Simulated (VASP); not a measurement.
# Sr7MgO8 (a cell with a defect) in VASP: single point with PBEsol

Aim: the single point of Sr7MgO8 (a cell with a defect) with PBEsol.

Everything below comes from runs of VASP 6.6.1. Logs are shortened: lines on timing, memory, paths and dates and some standing lists are left out, and cuts for length are marked.

## 1. The cell of the first run

The cell holds a defect, 16 atoms: a = 7.245 Å, b = 7.245 Å, c = 7.245 Å, α = 60.00°, β = 60.00°, γ = 60.00°.

## 2. Single point, PBEsol

Input file INCAR:

```
PREC     = Accurate       # precision mode
ENCUT    = 520            # plane-wave cutoff, eV
EDIFF    = 1E-6           # SCF threshold, eV
ISMEAR   = -1             # smearing method
SIGMA    = 0.05           # smearing width, eV
LREAL    = Auto         
LASPH    = True           # aspherical terms in the spheres
NELM     = 60             # most SCF steps
ALGO     = Normal         # electronic algorithm
ISIF     = 2              # what is computed and relaxed
LWAVE    = False          # write WAVECAR
LCHARG   = False          # write CHGCAR
GGA      = PS             # functional
NBANDS   = 74             # bands
```

Input file KPOINTS:

```
regular mesh
0
Gamma
  1 1 1
```

Input file POSCAR:

```
Sr7MgO8
1.0
    0.0000000000      5.1227470000      5.1227470000
    5.1227470000      0.0000000000      5.1227470000
    5.1227470000      5.1227470000      0.0000000000
O Sr Mg
8 7 1
Direct
    0.7496670000      0.2531930000      0.2544450000
    0.2580810000      0.7459450000      0.7441940000
    0.2484370000      0.7531300000      0.2477790000
    0.7413810000      0.2504920000      0.7535320000
    0.2501560000      0.2499770000      0.7537640000
    0.7506600000      0.7512380000      0.2511000000
    0.2442640000      0.2481830000      0.2556550000
    0.7592140000      0.7470130000      0.7407310000
    0.9998730000      0.0014680000      0.9973440000
    0.9958480000      0.9966100000      0.4986590000
    0.5052010000      0.5014170000      0.0002790000
    0.0024350000      0.5033700000      0.9955600000
    0.4972970000      0.0057300000      0.4952540000
    0.4980940000      0.9971580000      0.0031590000
    0.9976310000      0.5002540000      0.5038690000
    0.4961710000      0.5047550000      0.4972380000
```

Potentials or basis: VASP PAW PBE potentials, release 64 (O, Sr_sv, Mg).

Started as:

```console
> cat potpaw_PBE.64/O/POTCAR potpaw_PBE.64/Sr_sv/POTCAR potpaw_PBE.64/Mg/POTCAR > POTCAR
> mpirun -np 1 vasp_gam > vasp.out
```

OUTCAR:

```text
PREC = Accurate
   ENCUT = 520
   EDIFF = 1E-6
   ISMEAR = -1
   LREAL = Auto
   LASPH = True
   NELM = 60
   ISIF = 2
   GGA = PS

 ion  position               nearest neighbor table
   1  0.750  0.253  0.254-  10 2.51  16 2.53  11 2.55  13 2.56  12 2.58   9 2.61
   2  0.258  0.746  0.744-  16 2.50  12 2.55  13 2.56  11 2.58  10 2.60   9 2.61
   3  0.248  0.753  0.248-  14 2.53  10 2.53  16 2.55   9 2.56  11 2.56  15 2.58
   4  0.741  0.250  0.754-  14 2.54  11 2.55  16 2.57   9 2.57  15 2.59  10 2.61
   5  0.250  0.250  0.754-  12 2.54  14 2.55   9 2.56  16 2.57  15 2.57  13 2.58
   6  0.751  0.751  0.251-  13 2.55   9 2.56  15 2.56  14 2.56  16 2.57  12 2.58
   7  0.244  0.248  0.256-  13 2.52  10 2.56  15 2.56  12 2.57  14 2.58  11 2.63
   8  0.759  0.747  0.741-  15 2.48  10 2.49  12 2.55  11 2.56  13 2.60  14 2.63
   9  1.000  0.001  0.997-   5 2.56   3 2.56   6 2.56   4 2.57   2 2.61   1 2.61  15 3.59  10 3.60
                            11 3.60  12 3.61  14 3.62  13 3.62  13 3.62  14 3.63  12 3.64  11 3.64
  10  0.996  0.997  0.499-   8 2.49   1 2.51   3 2.53   7 2.56   2 2.60   4 2.61  15 3.57  12 3.59
                            13 3.59  16 3.59   9 3.60  14 3.61  14 3.63   9 3.65  16 3.65  13 3.65
  11  0.505  0.501  0.000-   4 2.55   1 2.55   3 2.56   8 2.56   2 2.58   7 2.63  14 3.58  16 3.58
                            15 3.58  13 3.59  12 3.59   9 3.60   9 3.64  12 3.65  13 3.66  15 3.66
  12  0.002  0.503  0.996-   5 2.54   8 2.55   2 2.55   7 2.57   1 2.58   6 2.58  10 3.59  15 3.59
                            11 3.59  16 3.59   9 3.61  14 3.62  14 3.63   9 3.64  16 3.65  11 3.65
  13  0.497  0.006  0.495-   7 2.52   6 2.55   2 2.56   1 2.56   5 2.58   8 2.60  11 3.59  10 3.59
                            14 3.59  15 3.60  16 3.62   9 3.62   9 3.62  16 3.63  15 3.64  14 3.65
  14  0.498  0.997  0.003-   3 2.53   4 2.54   5 2.55   6 2.56   7 2.58   8 2.63  16 3.57  11 3.58
                            13 3.59  10 3.61   9 3.62  12 3.62  12 3.63   9 3.63  10 3.63  13 3.65
  15  0.998  0.500  0.504-   8 2.48   6 2.56   7 2.56   5 2.57   3 2.58   4 2.59  10 3.57  11 3.58
                            12 3.59   9 3.59  13 3.60  16 3.60  16 3.64  13 3.64   9 3.65  12 3.65
  16  0.496  0.505  0.497-   2 2.50   1 2.53   3 2.55   5 2.57   6 2.57   4 2.57  14 3.57  11 3.58
                            12 3.59  10 3.59  15 3.60  13 3.62  13 3.63  15 3.64  10 3.65  12 3.65

  LATTYP: Found a face centered cubic cell.
 ALAT       =    10.2454940000

  Lattice vectors:

 A1 = (   0.0000000000,   5.1227470000,   5.1227470000)
 A2 = (   5.1227470000,   0.0000000000,   5.1227470000)
 A3 = (   5.1227470000,   5.1227470000,   0.0000000000)

Analysis of symmetry for initial positions (statically):
=====================================================================
 Subroutine PRICEL returns:
 Original cell was already a primitive cell.

 Routine SETGRP: Setting up the symmetry group for a
 face centered cubic supercell.

 Subroutine GETGRP returns: Found  1 space group operations
 (whereof  1 operations were pure point group operations)
 out of a pool of 48 trial point group operations.

The static configuration has the point symmetry C_1 .

Analysis of symmetry for dynamics (positions and initial velocities):
=====================================================================
 Subroutine PRICEL returns:
 Original cell was already a primitive cell.

 Routine SETGRP: Setting up the symmetry group for a
 face centered cubic supercell.

 Subroutine GETGRP returns: Found  1 space group operations
 (whereof  1 operations were pure point group operations)
 out of a pool of 48 trial point group operations.

The dynamic configuration has the point symmetry C_1 .

 Subroutine INISYM returns: Found  1 space group operations
 (whereof  1 operations are pure point group operations),
 and found     1 'primitive' translations

----------------------------------------------------------------------------------------

                                     Primitive cell

  volume of cell :     268.8678

  direct lattice vectors                    reciprocal lattice vectors
     0.000000000  5.122747000  5.122747000    -0.097603883  0.097603883  0.097603883
     5.122747000  0.000000000  5.122747000     0.097603883 -0.097603883  0.097603883
     5.122747000  5.122747000  0.000000000     0.097603883  0.097603883 -0.097603883

  length of vectors
     7.244658284  7.244658284  7.244658284     0.169054885  0.169054885  0.169054885

  position of ions in fractional coordinates (direct lattice)
     0.749667000  0.253193000  0.254445000
     0.258081000  0.745945000  0.744194000
     0.248437000  0.753130000  0.247779000
     0.741381000  0.250492000  0.753532000
     0.250156000  0.249977000  0.753764000
     0.750660000  0.751238000  0.251100000
[... 8 lines left out ...]
     0.997631000  0.500254000  0.503869000
     0.496171000  0.504755000  0.497238000

  ion indices of the primitive-cell ions
   primitive index   ion index
                 1           1
                 2           2
                 3           3
                 4           4
                 5           5
                 6           6
[... 8 lines left out ...]
                15          15
                16          16

----------------------------------------------------------------------------------------

 KPOINTS: regular mesh

Automatic generation of k-mesh.
 Grid dimensions read from file:
 generate k-points for:    1    1    1

 Generating k-lattice:

  Cartesian coordinates                     Fractional coordinates (reciprocal lattice)
    -0.097603883  0.097603883  0.097603883     1.000000000  0.000000000  0.000000000
     0.097603883 -0.097603883  0.097603883     0.000000000  1.000000000  0.000000000
     0.097603883  0.097603883 -0.097603883     0.000000000  0.000000000  1.000000000

  Length of vectors
     0.169054885  0.169054885  0.169054885

  Shift w.r.t. Gamma in fractional coordinates (k-lattice)
     0.000000000  0.000000000  0.000000000

 Subroutine IBZKPT returns following result:
 ===========================================

 Found      1 irreducible k-points:

 Following reciprocal coordinates:
            Coordinates               Weight
  0.000000  0.000000  0.000000      1.000000
   k-points           NKPTS =      1   k-points in BZ     NKDIM =      1   number of bands    NBANDS=     74
   number of dos      NEDOS =    301   number of ions     NIONS =     16
   total plane-waves  NPLWV = 157464
   dimension x,y,z NGX =    54 NGY =   54 NGZ =   54
   dimension x,y,z NGXF=   108 NGYF=  108 NGZF=  108
   ions per type =               8   7   1
   NGX,Y,Z   is equivalent  to a cutoff of  12.39, 12.39, 12.39 a.u.
   NGXF,Y,Z  is equivalent  to a cutoff of  24.78, 24.78, 24.78 a.u.
 SYSTEM =  unknown system
   PREC   = accura    normal or accurate (medium, high low for compatibility)
   ISTART =      0    job   : 0-new  1-cont  2-samecut
   ICHARG =      2    charge: 1-file 2-atom 10-const
   ISPIN  =      1    spin polarized calculation?
   LNONCOLLINEAR =      F non collinear calculations
   LSORBIT =      F    spin-orbit coupling
   LASPH  =      T    aspherical Exc in radial PAW
   ENCUT  =  520.0 eV  38.22 Ry    6.18 a.u.  13.47 13.47 13.47*2*pi/ulx,y,z
   NELM   =     60;   NELMIN=  2; NELMDL= -5     # of ELM steps
   EDIFF  = 0.1E-05   stopping-criterion for ELM
   LREAL  =      T    real-space projection
   EDIFFG = 0.1E-04   stopping-criterion for IOM
   NSW    =      0    number of steps for IOM
   IBRION =     -1    ionic relax: 0-MD 1-quasi-New 2-CG
   NFREE  =      0    steps in history (QN), initial steepest desc. (CG)
   ISIF   =      2    stress and relaxation
   ISYM   =      2    0-nonsym 1-usesym 2-fastsym
   POTIM  = 0.5000    time-step for ionic-motion
   TEBEG  =    0.0;   TEEND  =   0.0 temperature during run
   PSTRESS=    0.0 pullay stress
   NELECT =     120.0000    total number of electrons
   NUPDOWN=      -1.0000    fix difference up-down
   EMIN   =  10.00;   EMAX   =-10.00  energy-range for DOS
   EFERMI =   0.00;   METHOD = LEGACY
   ISMEAR =    -1;   SIGMA  =   0.05  broadening in eV -4-tet -1-fermi 0-gaus
   EFERMI_NEDOS =   21; number of points for ismear=-14 and -15
   IALGO  =     38    algorithm
   IMIX   =      4    mixing-type and parameters
     AMIX     =   0.40;   BMIX     =  1.00
     AMIX_MAG =   1.60;   BMIX_MAG =  1.00
  volume/ion in A,a.u.               =      16.80       113.40
  Fermi-wavevector in a.u.,A,eV,Ry     =   1.251091  2.364220 21.296240  1.565229
  Thomas-Fermi vector in A             =   2.385055
   LORBIT       =      0    0 simple, 1 ext, 2 COOP (PROOUT), +10 PAW based schemes
   GGA     = PS    functional components
   LHFCALC =     F    Hartree Fock is set to
   AEXX    =    0.0000 exact exchange contribution
   IVDW    =     0    specifies the selected vdW correction
   LEPSILON=     F    determine dielectric tensor
   LRPA    =     F    only Hartree local field effects (RPA)
 non-spin polarized calculation
  energy-cutoff  :      520.00
  volume of cell :      268.87
 maximum number of plane-waves:      3620
 NGX is ok and might be reduce to    54
   NGX = 27   NGY = 27   NGZ = 27

 number of electron     120.0000003 magnetization

 Free energy of the ion-electron system (eV)
  ---------------------------------------------------
  ext. energy  EPLUGINS =         0.00000000
  ---------------------------------------------------
  free energy    TOTEN  =       -97.27499364 eV

  energy without entropy =      -97.27499364  energy(sigma->0) =      -97.27499364

 E-fermi :   2.9824     XC(G=0): -10.1079

 val. band max:        1.6207900173   @ k =   0.0000   0.0000   0.0000
 cond. band min:       4.4238195578   @ k =   0.0000   0.0000   0.0000
 fundamental gap:      2.8030295405
 Fermi energy:         2.9823948781

 k-point     1 :       0.0000    0.0000    0.0000
  band No.  band energies     occupation
      1     -31.0948      2.00000
      2     -30.8229      2.00000
      3     -30.7392      2.00000
      4     -30.7052      2.00000
      5     -30.6996      2.00000
      6     -30.6439      2.00000
[... 64 lines left out ...]
     71       8.4514      0.00000
     72       8.4683      0.00000
 [bands above 72 left out]

------------------------ aborting loop because EDIFF is reached ----------------------------------------

  FORCE on cell =-STRESS in cart. coord.  units (eV):
  Direction    XX          YY          ZZ          XY          YZ          ZX
  --------------------------------------------------------------------------------------
  -------------------------------------------------------------------------------------
  Total       -5.4700040     -5.0540278     -4.8051305     -0.0420337      0.0310490      0.0088922
  in kB      -32.5956394    -30.1168460    -28.6336723     -0.2504781      0.1850204      0.0529887
  external PRESSURE =     -30.4487192 kB  Pullay stress =       0.0000000 kB

 VOLUME and BASIS-vectors are now :
 -----------------------------------------------------------------------------
  energy-cutoff  :      520.00
  volume of cell :      268.87
      direct lattice vectors                 reciprocal lattice vectors
     0.000000000  5.122747000  5.122747000    -0.097603883  0.097603883  0.097603883
     5.122747000  0.000000000  5.122747000     0.097603883 -0.097603883  0.097603883
     5.122747000  5.122747000  0.000000000     0.097603883  0.097603883 -0.097603883

 POSITION                                       TOTAL-FORCE (eV/Angst)
 -----------------------------------------------------------------------------------
      2.60050      5.14381      5.13740         0.514405     -0.206628      0.007660
      7.63361      5.13440      5.14337        -0.457938     -0.017943     -0.015695
      5.12740      2.54199      5.13077        -0.104422      0.622341     -0.091196
      5.14336      7.65806      5.08111        -0.023319     -0.359683      0.102254
      5.14191      5.14283      2.56205        -0.088727     -0.110562      0.491618
      5.13472      5.13176      7.69384        -0.049886     -0.091475     -0.490003
[... 8 lines left out ...]
      5.14387      7.69180      7.67329        -0.285929     -0.193027     -0.117486
      5.13296      5.08898      5.12749         0.119759      0.321366      0.005123
 -----------------------------------------------------------------------------------
    total drift:                               -0.006153     -0.003910      0.007816

  FREE ENERGIE OF THE ION-ELECTRON SYSTEM (eV)
  ---------------------------------------------------
  free  energy   TOTEN  =       -97.2749936412 eV

  energy  without entropy=      -97.2749936412  energy(sigma->0) =      -97.27499364
```

It took 33 s on 1 thread of AMD EPYC 9R45 (Zen 5), shared host; peak memory 0.34 GiB.

What came out:

* Free energy: -97.2750 eV
* Pressure: -3.0 GPa
* Largest force: 0.638 eV/Å
* Band gap on the k mesh: 2.80 eV

Forces in eV/Å, atoms in the order of the input:
```
O    0.514 -0.207  0.008
O   -0.458 -0.018 -0.016
O   -0.104  0.622 -0.091
O   -0.023 -0.360  0.102
O   -0.089 -0.111  0.492
O   -0.050 -0.091 -0.490
O   -0.175  0.065  0.195
O    0.257  0.070 -0.255
Sr  -0.053  0.001 -0.049
Sr   0.280  0.046  0.327
Sr  -0.134 -0.287 -0.228
Sr   0.077  0.219 -0.006
Sr  -0.001  0.025 -0.104
Sr   0.125 -0.104  0.228
Sr  -0.286 -0.193 -0.117
Mg   0.120  0.321  0.005
```

Stress tensor (GPa, compression positive):
```
-3.26 -0.03  0.01
-0.03 -3.01  0.02
 0.01  0.02 -2.86
```

Caveat: the k points lie up to 1.06 Å⁻¹ apart; the PAW data sets were made with another functional, which shifts forces and pressure a little.
